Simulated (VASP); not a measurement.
# TiAl27 in VASP: single point with PBE+D3(BJ)

Aim: the single point of TiAl27 with PBE+D3(BJ).

Program: VASP 6.6.1. These are calculated values, not measurements. Logs are shortened: lines on timing, memory, paths and dates and some standing lists are left out, and cuts for length are marked.

### 1 The cell of the first run

The cell holds a slab with vacuum, 28 atoms: a = 8.591 Å, b = 8.591 Å, c = 15.677 Å, α = 90.00°, β = 90.00°, γ = 60.00°.

### 2 Single point, PBE+D3(BJ)

INCAR

```
PREC = Accurate
ENCUT = 520
EDIFF = 1E-7
ISMEAR = 0
SIGMA = 0.05
LREAL = Auto
LASPH = T
NELM = 60
ALGO = Normal
ISIF = 2
LWAVE = F
LCHARG = T
GGA = PE
IVDW = 12
LELF = T
LVHAR = T
NBANDS = 66
```

KPOINTS

```
regular mesh
0
Gamma
  3 3 1
```

POSCAR

```
TiAl27
1.0
    8.5913470000      0.0000000000      0.0000000000
    4.2956740000      7.4403250000      0.0000000000
    0.0000000000      0.0000000000     15.6765370000
Al Ti
27 1
Direct
    0.1111111000      0.1111111000      0.0637896000
    0.4444444000      0.1111111000      0.0637896000
    0.7777778000      0.1111111000      0.0637896000
    0.1111111000      0.4444444000      0.0637896000
    0.4444444000      0.4444444000      0.0637896000
    0.7777778000      0.4444444000      0.0637896000
    0.1111111000      0.7777778000      0.0637896000
    0.4444444000      0.7777778000      0.0637896000
    0.7777778000      0.7777778000      0.0637896000
   -0.1076733534      0.2262488641      0.2137439462
    0.2215282314      0.2169632200      0.2105618993
    0.5608309958      0.2229175608      0.2078338382
   -0.1162138806      0.5549378590      0.2107335424
    0.2208344289      0.5545326336      0.2101815872
    0.5510679865      0.5521669765      0.2137514081
   -0.1101518922      0.8939712035      0.2079550439
    0.2187939683      0.8845754228      0.2137181234
    0.5527079192      0.8858796785      0.2109466795
   -0.0004381607      0.0126013911      0.3596374612
    0.3360641972     -0.0093160149      0.3580120793
    0.6695044797      0.0030553036      0.3535885226
    0.0142712241      0.3479530805      0.3688915203
    0.3573608819      0.3084209983      0.3475562954
    0.6779478365      0.3337411368      0.3596899538
   -0.0247958114      0.6910967089      0.3482493633
    0.3272782662      0.6611540710      0.3667402622
    0.6573077543      0.6695250494      0.3579923022
    0.1813602119      0.5129498982      0.4682543676
```

Potentials or basis: VASP PAW PBE potentials, release 64 (Al, Ti_sv).

The run is started by

```sh
$ cat potpaw_PBE.64/Al/POTCAR potpaw_PBE.64/Ti_sv/POTCAR > POTCAR
$ mpirun -np 1 vasp_std > vasp.out
```

OUTCAR:

```text
PREC = Accurate
   ENCUT = 520
   EDIFF = 1E-7
   ISMEAR = 0
   LREAL = Auto
   LASPH = T
   NELM = 60
   ISIF = 2
   GGA = PE
   IVDW = 12
 IVDW          = 12

 ion  position               nearest neighbor table
   1  0.111  0.111  0.064-  11 2.81  10 2.86   6 2.86   8 2.86   2 2.86   3 2.86   7 2.86   4 2.86
                            17 2.89
   2  0.444  0.111  0.064-  12 2.83  11 2.84  18 2.85   4 2.86   1 2.86   8 2.86   5 2.86   9 2.86
                             3 2.86
   3  0.778  0.111  0.064-  12 2.78  16 2.78   7 2.86   1 2.86   6 2.86   9 2.86   5 2.86   2 2.86
                            10 2.91
   4  0.111  0.444  0.064-  14 2.82  11 2.86  13 2.86   2 2.86   6 2.86   5 2.86   1 2.86   9 2.86
                             7 2.86
   5  0.444  0.444  0.064-  12 2.80  14 2.83  15 2.84   4 2.86   2 2.86   3 2.86   7 2.86   6 2.86
                             8 2.86
   6  0.778  0.444  0.064-  13 2.81  10 2.86   1 2.86   4 2.86   3 2.86   8 2.86   5 2.86   9 2.86
                            15 2.89
   7  0.111  0.778  0.064-  16 2.80  14 2.83  17 2.84   3 2.86   9 2.86   8 2.86   1 2.86   5 2.86
                             4 2.86
   8  0.444  0.778  0.064-  18 2.81   1 2.86   7 2.86   2 2.86   6 2.86   9 2.86   5 2.86  17 2.89
                            15 2.89
   9  0.778  0.778  0.064-  16 2.83  13 2.84  18 2.85   7 2.86   3 2.86   2 2.86   4 2.86   8 2.86
[... 22 lines left out ...]
                            22 2.93
  21  0.670  0.003  0.354-  23 2.65  25 2.65  12 2.81  16 2.81  18 2.83  19 2.88  24 2.88  27 2.92
                            20 2.92
  22  0.014  0.348  0.369-  23 2.81  25 2.81  28 2.92  13 2.93  11 2.93  27 2.93  20 2.93  19 2.95
                            24 2.96  10 3.03
  23  0.357  0.308  0.348-  28 2.51  21 2.65  12 2.67  11 2.74  22 2.81  14 2.83  20 2.83  24 2.88
                            26 2.93  25 3.29
  24  0.678  0.334  0.360-  19 2.76  10 2.79  27 2.80  15 2.81  23 2.88  21 2.88  26 2.92  12 2.92
                            22 2.96
  25  0.975  0.691  0.348-  28 2.51  21 2.65  16 2.67  13 2.75  22 2.81  27 2.83  14 2.84  19 2.88
                            26 2.92  23 3.29
  26  0.327  0.661  0.367-  28 2.71  20 2.87  27 2.88  17 2.92  25 2.92  15 2.92  24 2.92  14 2.92
                            19 2.92  23 2.93
  27  0.657  0.670  0.358-  20 2.76  24 2.80  15 2.81  18 2.81  25 2.83  13 2.86  26 2.88  21 2.92
                            22 2.93
  28  0.181  0.513  0.468-  23 2.51  25 2.51  26 2.71  22 2.92

  LATTYP: Found a hexagonal cell.
 ALAT       =     8.5913474624
 C/A-ratio  =     1.8246889756

  Lattice vectors:

 A1 = (  -4.2956740000,  -7.4403250000,   0.0000000000)
 A2 = (   8.5913470000,   0.0000000000,   0.0000000000)
 A3 = (   0.0000000000,   0.0000000000,  15.6765370000)

Analysis of symmetry for initial positions (statically):
=====================================================================
 Subroutine PRICEL returns:
 Original cell was already a primitive cell.

 Routine SETGRP: Setting up the symmetry group for a
 hexagonal supercell.

 Subroutine GETGRP returns: Found  1 space group operations
 (whereof  1 operations were pure point group operations)
 out of a pool of 24 trial point group operations.

The static configuration has the point symmetry C_1 .

Analysis of symmetry for dynamics (positions and initial velocities):
=====================================================================
 Subroutine PRICEL returns:
 Original cell was already a primitive cell.

 Routine SETGRP: Setting up the symmetry group for a
 hexagonal supercell.

 Subroutine GETGRP returns: Found  1 space group operations
 (whereof  1 operations were pure point group operations)
 out of a pool of 24 trial point group operations.

The dynamic configuration has the point symmetry C_1 .

 Subroutine INISYM returns: Found  1 space group operations
 (whereof  1 operations are pure point group operations),
 and found     1 'primitive' translations

----------------------------------------------------------------------------------------

                                     Primitive cell

  volume of cell :    1002.0821

  direct lattice vectors                    reciprocal lattice vectors
     8.591347000  0.000000000  0.000000000     0.116396183 -0.067201373  0.000000000
     4.295674000  7.440325000  0.000000000     0.000000000  0.134402731  0.000000000
[... 65 lines left out ...]

----------------------------------------------------------------------------------------

 KPOINTS: regular mesh

Automatic generation of k-mesh.
 Grid dimensions read from file:
 generate k-points for:    3    3    1

 Generating k-lattice:

  Cartesian coordinates                     Fractional coordinates (reciprocal lattice)
     0.038798728 -0.022400458  0.000000000     0.333333333 -0.000000000  0.000000000
     0.000000000  0.044800910  0.000000000     0.000000000  0.333333333  0.000000000
     0.000000000  0.000000000  0.063789598     0.000000000  0.000000000  1.000000000

  Length of vectors
     0.044800913  0.044800910  0.063789598

  Shift w.r.t. Gamma in fractional coordinates (k-lattice)
     0.000000000  0.000000000  0.000000000

 Subroutine IBZKPT returns following result:
 ===========================================

 Found      5 irreducible k-points:

 Following reciprocal coordinates:
            Coordinates               Weight
  0.000000  0.000000  0.000000      1.000000
  0.333333  0.000000  0.000000      2.000000
  0.333333  0.333333  0.000000      2.000000
  0.000000  0.333333  0.000000      2.000000
 -0.333333  0.333333  0.000000      2.000000
   k-points           NKPTS =      5   k-points in BZ     NKDIM =      5   number of bands    NBANDS=     66
   number of dos      NEDOS =    301   number of ions     NIONS =     28
   total plane-waves  NPLWV = 491520
   dimension x,y,z NGX =    64 NGY =   64 NGZ =  120
   dimension x,y,z NGXF=   128 NGYF=  128 NGZF=  240
   ions per type =              27   1
   NGX,Y,Z   is equivalent  to a cutoff of  12.38, 12.38, 12.73 a.u.
   NGXF,Y,Z  is equivalent  to a cutoff of  24.77, 24.77, 25.45 a.u.
 SYSTEM =  unknown system
   PREC   = accura    normal or accurate (medium, high low for compatibility)
   ISTART =      0    job   : 0-new  1-cont  2-samecut
   ICHARG =      2    charge: 1-file 2-atom 10-const
   ISPIN  =      1    spin polarized calculation?
   LNONCOLLINEAR =      F non collinear calculations
   LSORBIT =      F    spin-orbit coupling
   LASPH  =      T    aspherical Exc in radial PAW
   ENCUT  =  520.0 eV  38.22 Ry    6.18 a.u.  15.97 15.97 29.15*2*pi/ulx,y,z
   NELM   =     60;   NELMIN=  2; NELMDL= -5     # of ELM steps
   EDIFF  = 0.1E-06   stopping-criterion for ELM
   LREAL  =      T    real-space projection
   EDIFFG = 0.1E-05   stopping-criterion for IOM
   NSW    =      0    number of steps for IOM
   IBRION =     -1    ionic relax: 0-MD 1-quasi-New 2-CG
   NFREE  =      0    steps in history (QN), initial steepest desc. (CG)
   ISIF   =      2    stress and relaxation
   ISYM   =      2    0-nonsym 1-usesym 2-fastsym
   POTIM  = 0.5000    time-step for ionic-motion
   TEBEG  =    0.0;   TEEND  =   0.0 temperature during run
   PSTRESS=    0.0 pullay stress
   NELECT =      93.0000    total number of electrons
   NUPDOWN=      -1.0000    fix difference up-down
   EMIN   =  10.00;   EMAX   =-10.00  energy-range for DOS
   EFERMI =   0.00;   METHOD = LEGACY
   ISMEAR =     0;   SIGMA  =   0.05  broadening in eV -4-tet -1-fermi 0-gaus
   EFERMI_NEDOS =   21; number of points for ismear=-14 and -15
   IALGO  =     38    algorithm
   IMIX   =      4    mixing-type and parameters
     AMIX     =   0.40;   BMIX     =  1.00
     AMIX_MAG =   1.60;   BMIX_MAG =  1.00
  volume/ion in A,a.u.               =      35.79       241.51
  Fermi-wavevector in a.u.,A,eV,Ry     =   0.741199  1.400663  7.474710  0.549376
  Thomas-Fermi vector in A             =   1.835783
   LORBIT       =      0    0 simple, 1 ext, 2 COOP (PROOUT), +10 PAW based schemes
   GGA     = PE    functional components
   LHFCALC =     F    Hartree Fock is set to
   AEXX    =    0.0000 exact exchange contribution
   IVDW    =    12    specifies the selected vdW correction
   LEPSILON=     F    determine dielectric tensor
   LRPA    =     F    only Hartree local field effects (RPA)
 non-spin polarized calculation
 Gauss-broadening in eV      SIGMA  =   0.05
  energy-cutoff  :      520.00
  volume of cell :     1002.08
 maximum number of plane-waves:     26994
   NGX = 31   NGY = 31   NGZ = 59

 number of electron      93.0000001 magnetization

 Free energy of the ion-electron system (eV)
  ---------------------------------------------------
  ext. energy  EPLUGINS =         0.00000000
  ---------------------------------------------------
  free energy    TOTEN  =       -99.84319547 eV

  energy without entropy =      -99.81298277  energy(sigma->0) =      -99.82808912

 E-fermi :   1.8591     XC(G=0):  -5.8844

 val. band max:        1.8564597977   @ k =  -0.3333   0.3333   0.0000
 cond. band min:       1.8859219793   @ k =   0.3333   0.3333   0.0000
 fundamental gap:      0.0294621816
 Fermi energy:         1.8590759145

 k-point     1 :       0.0000    0.0000    0.0000
  band No.  band energies     occupation
      1     -55.2176      2.00000
      2     -31.5604      2.00000
      3     -31.5378      2.00000
      4     -31.5080      2.00000
      5      -8.7026      2.00000
      6      -6.9727      2.00000
[... 294 lines left out ...]
     57       2.8254      0.00000
     58       2.9054      0.00000
 [bands above 58 left out]

------------------------ aborting loop because EDIFF is reached ----------------------------------------

 Edisp (eV)   -6.61167

 E8    (eV) :    -3.0767

  FORCE on cell =-STRESS in cart. coord.  units (eV):
  Direction    XX          YY          ZZ          XY          YZ          ZX
  --------------------------------------------------------------------------------------
  -------------------------------------------------------------------------------------
  Total     -13.45063   -11.66200    -0.41348    -1.62493    -0.00506     0.01202
  in kB     -21.50552   -18.64577    -0.66110    -2.59802    -0.00808     0.01922
  external pressure =      -13.60 kB  Pullay stress =        0.00 kB

 VOLUME and BASIS-vectors are now :
 -----------------------------------------------------------------------------
  energy-cutoff  :      520.00
  volume of cell :     1002.08
      direct lattice vectors                 reciprocal lattice vectors
     8.591347000  0.000000000  0.000000000     0.116396183 -0.067201373  0.000000000
     4.295674000  7.440325000  0.000000000     0.000000000  0.134402731  0.000000000
     0.000000000  0.000000000 15.676537000     0.000000000  0.000000000  0.063789598

 POSITION                                       TOTAL-FORCE (eV/Angst)
 -----------------------------------------------------------------------------------
      1.43189      0.82670      1.00000        -0.032052      0.063178      0.026425
      4.29567      0.82670      1.00000        -0.091707     -0.083714     -0.059618
      7.15946      0.82670      1.00000         0.153012      0.088050     -0.155650
      2.86378      3.30681      1.00000        -0.076150     -0.042502      0.121828
      5.72756      3.30681      1.00000         0.092094      0.001542      0.031483
      8.59135      3.30681      1.00000         0.037485     -0.060548      0.026797
[... 20 lines left out ...]
      8.52322      4.98148      5.61208        -0.001600      0.002604     -0.002093
      3.76159      3.81651      7.34061         0.012186      0.011794     -0.003256
 -----------------------------------------------------------------------------------
    total drift:                                0.003170      0.013373      0.005795

  FREE ENERGIE OF THE ION-ELECTRON SYSTEM (eV)
  ---------------------------------------------------
  free  energy   TOTEN  =      -106.4548615676 eV

  energy  without entropy=     -106.4246488607  energy(sigma->0) =     -106.43975521
```

Run time: 12 min. Hardware: 1 thread of Intel Xeon Platinum 8259CL at 2.50GHz (Skylake/Cascade Lake), shared host; peak memory 0.99 GiB.

What came out:

```
Free energy                : -106.4549 eV
Largest force              : 0.235 eV/Å
Band gap on the k mesh     : zero (an odd number of electrons rules out a gap without spin polarisation)
Dispersion energy per atom : -0.236 eV
```

Forces on the atoms (eV/Å):
```
Al  -0.032  0.063  0.026
Al  -0.092 -0.084 -0.060
Al   0.153  0.088 -0.156
Al  -0.076 -0.043  0.122
Al   0.092  0.002  0.031
Al   0.037 -0.061  0.027
Al   0.047  0.079  0.034
Al  -0.020 -0.012  0.048
Al  -0.114 -0.040 -0.056
Al   0.001 -0.004 -0.001
Al   0.005  0.004  0.003
Al   0.000  0.000 -0.004
Al   0.008  0.002  0.003
Al  -0.008 -0.003 -0.004
Al   0.003  0.002 -0.001
Al  -0.001  0.004  0.000
Al  -0.001  0.004  0.001
Al   0.000  0.002  0.000
Al  -0.004 -0.001  0.000
Al   0.000 -0.002 -0.003
Al   0.000 -0.005 -0.005
Al  -0.005 -0.002 -0.002
Al   0.000 -0.007  0.004
Al   0.003 -0.009  0.000
Al  -0.009  0.004 -0.008
Al   0.000  0.004  0.006
Al  -0.002  0.003 -0.002
Ti   0.012  0.012 -0.003
```
